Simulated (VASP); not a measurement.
# W (R-3m) in VASP: single point with PBE

Aim: the single point of W with PBE.

All numbers are computed with VASP 6.6.1; they aren't measurements. Logs are shortened: lines on timing, memory, paths and dates and some standing lists are left out, and cuts for length are marked.

### Step 1. The cell of the first run

Symmetry: R-3m, No. 166, trigonal system. The conventional cell has a = 4.276 Å, b = 4.276 Å, c = 2.950 Å, α = 90.00°, β = 90.00°, γ = 120.00°. W (site symmetry -3m) has 14 W at 2.66 to 3.16 Å within 3.5 Å.

### Step 2. Single point, PBE (strained)

INCAR reads:

```
SYSTEM = W
PREC = Accurate ; ENCUT = 520
EDIFF = 1E-7 ; ISMEAR = 0
SIGMA = 0.1 ; LREAL = .False.
LASPH = .True. ; NELM = 100
ALGO = Normal ; ISIF = 2
LWAVE = .False. ; LCHARG = .False.
GGA = PE ; NBANDS = 13
```

KPOINTS reads:

```
Automatic mesh
0
Gamma
  15 15 15
  0 0 0
```

POSCAR reads:

```
W
1.0
   -1.4478246660      1.5756086660      1.5756086660
    1.5756086660     -1.4478246660      1.5756086660
    1.5756086660      1.5756086660     -1.4478246660
W
1
Direct
    0.0000000000      0.0000000000      0.0000000000
```

Potentials or basis: VASP PAW PBE potentials, release 64 (W_sv).

The run is started by

```sh
> cat potpaw_PBE.64/W_sv/POTCAR > POTCAR
> mpirun -np 1 vasp_std > vasp.out
```

OUTCAR:

```text
SYSTEM = W
   PREC = Accurate
   ENCUT = 520
   EDIFF = 1E-7
   ISMEAR = 0
   LREAL = .False.
   LASPH = .True.
   NELM = 100
   ISIF = 2
   GGA = PE

 ion  position               nearest neighbor table
   1  0.000  0.000  0.000-

  LATTYP: Found a trigonal (rhomboedric) cell.
 ALAT       =     2.6573072085
 COS(alpha) =    -0.2945453291

  Lattice vectors:

 A1 = (  -1.4478246660,   1.5756086660,   1.5756086660)
 A2 = (   1.5756086660,  -1.4478246660,   1.5756086660)
 A3 = (   1.5756086660,   1.5756086660,  -1.4478246660)

Analysis of symmetry for initial positions (statically):
=====================================================================
 Subroutine PRICEL returns:
 Original cell was already a primitive cell.

 Routine SETGRP: Setting up the symmetry group for a
 trigonal (rhombohedral) supercell.

 Subroutine GETGRP returns: Found 12 space group operations
 (whereof 12 operations were pure point group operations)
 out of a pool of 12 trial point group operations.

The static configuration has the point symmetry D_3d.

Analysis of symmetry for dynamics (positions and initial velocities):
=====================================================================
 Subroutine PRICEL returns:
 Original cell was already a primitive cell.

 Routine SETGRP: Setting up the symmetry group for a
 trigonal (rhombohedral) supercell.

 Subroutine GETGRP returns: Found 12 space group operations
 (whereof 12 operations were pure point group operations)
 out of a pool of 12 trial point group operations.

The dynamic configuration has the point symmetry D_3d.

 Subroutine INISYM returns: Found 12 space group operations
 (whereof 12 operations are pure point group operations),
 and found     1 'primitive' translations

----------------------------------------------------------------------------------------

                                     Primitive cell

  volume of cell :      15.5710

  direct lattice vectors                    reciprocal lattice vectors
    -1.447824666  1.575608666  1.575608666    -0.024811974  0.305937836  0.305937836
     1.575608666 -1.447824666  1.575608666     0.305937836 -0.024811974  0.305937836
     1.575608666  1.575608666 -1.447824666     0.305937836  0.305937836 -0.024811974

  length of vectors
[... 85 lines left out ...]
   NFREE  =      0    steps in history (QN), initial steepest desc. (CG)
   ISIF   =      2    stress and relaxation
   ISYM   =      2    0-nonsym 1-usesym 2-fastsym
   POTIM  = 0.5000    time-step for ionic-motion
   TEBEG  =    0.0;   TEEND  =   0.0 temperature during run
   PSTRESS=    0.0 pullay stress
   NELECT =      14.0000    total number of electrons
   NUPDOWN=      -1.0000    fix difference up-down
   EMIN   =  10.00;   EMAX   =-10.00  energy-range for DOS
   EFERMI =   0.00;   METHOD = LEGACY
   ISMEAR =     0;   SIGMA  =   0.10  broadening in eV -4-tet -1-fermi 0-gaus
   EFERMI_NEDOS =   21; number of points for ismear=-14 and -15
   IALGO  =     38    algorithm
   IMIX   =      4    mixing-type and parameters
     AMIX     =   0.40;   BMIX     =  1.00
     AMIX_MAG =   1.60;   BMIX_MAG =  1.00
  volume/ion in A,a.u.               =      15.57       105.08
  Fermi-wavevector in a.u.,A,eV,Ry     =   1.580080  2.985918 33.969010  2.496652
  Thomas-Fermi vector in A             =   2.680362
   LORBIT       =      0    0 simple, 1 ext, 2 COOP (PROOUT), +10 PAW based schemes
   GGA     = PE    functional components
   LHFCALC =     F    Hartree Fock is set to
   AEXX    =    0.0000 exact exchange contribution
   IVDW    =     0    specifies the selected vdW correction
   LEPSILON=     F    determine dielectric tensor
   LRPA    =     F    only Hartree local field effects (RPA)
 non-spin polarized calculation
 Gauss-broadening in eV      SIGMA  =   0.10
  energy-cutoff  :      520.00
  volume of cell :       15.57
 maximum number of plane-waves:       430
   NGX =  9   NGY =  9   NGZ =  9

 number of electron      14.0000002 magnetization

 Free energy of the ion-electron system (eV)
  ---------------------------------------------------
  ext. energy  EPLUGINS =         0.00000000
  ---------------------------------------------------
  free energy    TOTEN  =       -12.79860294 eV

  energy without entropy =      -12.79592343  energy(sigma->0) =      -12.79726318

 E-fermi :  11.7485     XC(G=0): -13.7293

 val. band max:       11.7313412837   @ k =   0.4000   0.4000   0.0667
 cond. band min:      11.7545295169   @ k =  -0.2667   0.2667   0.1333
 fundamental gap:      0.0231882333
 Fermi energy:        11.7484682256

 k-point     1 :       0.0000    0.0000    0.0000
  band No.  band energies     occupation
      1     -62.4579      2.00000
      2     -26.1752      2.00000
      3     -25.8654      2.00000
      4     -25.8654      2.00000
      5       1.9891      2.00000
      6       9.5134      2.00000
      7       9.5134      2.00000
      8      11.8714      0.08204
      9      14.3724      0.00000
     10      14.3724      0.00000
     11      25.6521      0.00000
     12      25.6521      0.00000
     13      27.8407      0.00000
[... 354 lines left out ...]
  band No.  band energies     occupation
      1     -62.3858      2.00000
      2     -26.7095      2.00000
      3     -26.2272      2.00000
      4     -25.9632      2.00000
      5       4.8983      2.00000
      6       8.6704      2.00000
      7       9.0312      2.00000
      8      13.6410      0.00000
      9      14.4972      0.00000
     10      15.3037      0.00000
     11      26.0925      0.00000
     12      27.9139      0.00000
     13      30.6636      0.00000

 [... further k-points ...]

------------------------ aborting loop because EDIFF is reached ----------------------------------------

  FORCE on cell =-STRESS in cart. coord.  units (eV):
  Direction    XX          YY          ZZ          XY          YZ          ZX
  --------------------------------------------------------------------------------------
  -------------------------------------------------------------------------------------
  Total        1.5140741      1.5140741      1.5140741     -1.0148797     -1.0148797     -1.0148797
  in kB      155.7909197    155.7909197    155.7909197   -104.4262261   -104.4262261   -104.4262261
  external PRESSURE =     155.7909197 kB  Pullay stress =       0.0000000 kB

 VOLUME and BASIS-vectors are now :
 -----------------------------------------------------------------------------
  energy-cutoff  :      520.00
  volume of cell :       15.57
      direct lattice vectors                 reciprocal lattice vectors
    -1.447824666  1.575608666  1.575608666    -0.024811974  0.305937836  0.305937836
     1.575608666 -1.447824666  1.575608666     0.305937836 -0.024811974  0.305937836
     1.575608666  1.575608666 -1.447824666     0.305937836  0.305937836 -0.024811974

 POSITION                                       TOTAL-FORCE (eV/Angst)
 -----------------------------------------------------------------------------------
      0.00000      0.00000      0.00000        -0.000000      0.000000      0.000000
 -----------------------------------------------------------------------------------
    total drift:                                0.000000     -0.000000     -0.000000

  FREE ENERGIE OF THE ION-ELECTRON SYSTEM (eV)
  ---------------------------------------------------
  free  energy   TOTEN  =       -12.7986029427 eV

  energy  without entropy=      -12.7959234273  energy(sigma->0) =      -12.79726318
```

OSZICAR:

```text
N       E                     dE             d eps       ncg     rms          rms(c)
DAV:   1     0.848335888290E+02    0.84834E+02   -0.74300E+03  9005   0.123E+03
DAV:   2    -0.117237336374E+02   -0.96557E+02   -0.92568E+02 10014   0.317E+02
DAV:   3    -0.133749983264E+02   -0.16513E+01   -0.16455E+01  9784   0.401E+01
DAV:   4    -0.133812783081E+02   -0.62800E-02   -0.62798E-02  9959   0.275E+00
DAV:   5    -0.133813290355E+02   -0.50727E-04   -0.50726E-04  9974   0.233E-01    0.219E+01
DAV:   6    -0.129257949719E+02    0.45553E+00   -0.36946E-01  9289   0.821E+00    0.909E+00
DAV:   7    -0.128024158614E+02    0.12338E+00   -0.20404E-01  9979   0.581E+00    0.567E-01
DAV:   8    -0.127986172536E+02    0.37986E-02   -0.46750E-03  9164   0.888E-01    0.727E-02
DAV:   9    -0.127986098413E+02    0.74123E-05   -0.86312E-05 10598   0.117E-01    0.507E-02
DAV:  10    -0.127986037339E+02    0.61074E-05   -0.12872E-05  9609   0.483E-02    0.543E-03
DAV:  11    -0.127986033728E+02    0.36106E-06   -0.50108E-07  9554   0.880E-03    0.206E-03
DAV:  12    -0.127986029629E+02    0.40988E-06   -0.32562E-08  5292   0.258E-03    0.172E-04
DAV:  13    -0.127986029427E+02    0.20259E-07   -0.32209E-09  4652   0.665E-04
   1 F= -.12798603E+02 E0= -.12797263E+02  d E =-.267952E-02
```

stdout:

```text
POSCAR found type information on POSCAR W
 POSCAR found :  1 types and       1 ions
 scaLAPACK will be used
 LDA part: xc-table for (Slater+PW92), standard interpolation
 POSCAR, INCAR and KPOINTS ok, starting setup
 FFT: planning ... GRIDC
 FFT: planning ... GRID_SOFT
 FFT: planning ... GRID
 WAVECAR not read
 entering main loop
```

Wall time 31 s (1 thread of Intel Xeon Platinum 8488C (Sapphire Rapids), shared host); peak memory 0.17 GiB.

Results:

```yaml
Free_energy: -12.7986 eV
Pressure: 15.6 GPa
Band_gap_on_the_k_mesh: zero (bands 7 and 8 overlap by 3.95 eV)
```

Levels at points of the mesh, in eV from the Fermi level:
```tsv
k point	band 5	band 6	band 7	band 8	band 9	band 10
(0.00, 0.00, 0.00)	-9.76	-2.24	-2.24	0.12	2.62	2.62
```

Caveat: the cell differs from its parent crystal (strained); the cell stands under pressure; spin-orbit coupling is left out, which moves the levels of the heavy elements.
